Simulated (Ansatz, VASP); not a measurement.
HfC in VASP and in Ansatz

Contents of INCAR:

```
SYSTEM = HfC
PREC     = Accurate       ! precision mode
ENCUT    = 520            ! plane-wave cutoff, eV
EDIFF    = 1E-6           ! SCF threshold, eV
ISMEAR   = 0              ! smearing method
SIGMA    = 0.15           ! smearing width, eV
LREAL    = .FALSE.        ! projectors in reciprocal space
LASPH    = .TRUE.         ! aspherical terms in the spheres
NELM     = 80             ! most SCF steps
ALGO     = Normal         ! electronic algorithm
ISIF     = 2              ! what is computed and relaxed
LWAVE    = .FALSE.        ! write WAVECAR
LCHARG   = .TRUE.         ! write CHGCAR
GGA      = PE             ! functional
LELF     = .TRUE.         ! ELF
LVHAR    = .TRUE.       
NBANDS   = 14             ! bands
```

The input KPOINTS:

```
regular mesh
0
G
  20 20 20
  0 0 0
```

Contents of POSCAR:

```
HfC
1.0
    0.1208593998      2.3869731470      2.3869731470
    2.3869731470      0.1208593998      2.3869731470
    2.3869731470      2.3869731470      0.1208593998
Hf C
1 1
Direct
    0.5000000000      0.5000000000      0.5000000000
    0.0000000000      0.0000000000      0.0000000000
```

Input for Ansatz:

```yaml
crystal:
  lattice:
    - [0.1208593998, 2.386973147, 2.386973147]
    - [2.386973147, 0.1208593998, 2.386973147]
    - [2.386973147, 2.386973147, 0.1208593998]
  atoms:
    - { symbol: Hf, position: [0.5, 0.5, 0.5] }
    - { symbol: C, position: [0.0, 0.0, 0.0] }
basis:
  ecutwfc: 420
kpoints:
  mp_grid: { grid: [20, 20, 20] }
hamiltonian:
  xc: pbe
scf:
  occupations: { method: gaussian, width: 0.15 }
output:
  forces: true
  stress: true
  eigenvalues: true
```

Alike in both runs: task single point; functional PBE; k mesh 20 × 20 × 20; occupations gaussian, width 0.15 eV; no spin polarisation.

|  | VASP | Ansatz |
| --- | --- | --- |
| version | VASP 6.6.1 | Ansatz 0.2.0 |
| potentials or method | VASP PAW PBE potentials, release 64 (Hf_pv, C), cutoff 520 eV | scalar-relativistic, plane waves, PAW |
| valence electrons in the cell | 14 | 30 |

|  | VASP | Ansatz | Ansatz less VASP |
| --- | --- | --- | --- |
| gap on the k mesh at the Fermi level (eV) | none | none | - |
| pressure (GPa) | -0.5 | 0.2 | +0.67 |
| traceless stress, the component that is largest in VASP (GPa) | -9.49 | -9.47 | +0.021 |

A gap of «none» marks a metal or a gap that the smearing closes. The functional is the same, so the differences come from potentials, cutoffs and numerics. VASP's potentials hold 14 valence electrons a cell and Ansatz's 30, so a difference there can come from the potentials and not from the codes.

Neither program's run includes spin-orbit coupling.
